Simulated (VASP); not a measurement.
A run of VASP 6.6.1 is set up as follows.

File INCAR:

```
PREC     = Accurate       # precision mode
ENCUT    = 600            # plane-wave cutoff, eV
EDIFF    = 1E-6           # SCF threshold, eV
ISMEAR   = 0              # smearing method
SIGMA    = 0.2            # smearing width, eV
LREAL    = False          # projectors in reciprocal space
LASPH    = True           # aspherical terms in the spheres
NELM     = 120            # most SCF steps
ALGO     = Normal         # electronic algorithm
ISIF     = 2              # what is computed and relaxed
LWAVE    = False          # write WAVECAR
LCHARG   = False          # write CHGCAR
GGA      = PE             # functional
NBANDS   = 12             # bands
GGA_COMPAT= False
```

File KPOINTS:

```
Automatic mesh
0
Gamma
  7 7 7
```

The input POSCAR:

```
B2C
1.0
    0.0000000000      2.1228029944      2.1228029944
    2.1228029944      0.0000000000      2.1228029944
    2.1228029944      2.1228029944      0.0000000000
B C
2 1
Direct
    0.2500000000      0.2500000000      0.2500000000
    0.7500000000      0.7500000000      0.7500000000
    0.0000000000      0.0000000000      0.0000000000
```

Potentials or basis: VASP PAW PBE potentials, release 64 (B, C).

Run with:

```console
$ cat potpaw_PBE.64/B/POTCAR potpaw_PBE.64/C/POTCAR > POTCAR
$ mpirun -np 1 vasp_std > vasp.out
```

Problem. Estimate the band gap on the k mesh.

Solution. Zero (band 5 reaches 10.65 eV, above the bottom of band 6 at 8.46 eV).

Problem. Estimate the pressure.

Solution. -0.6 GPa.

Caveat: the k points lie up to 0.37 Å⁻¹ apart.
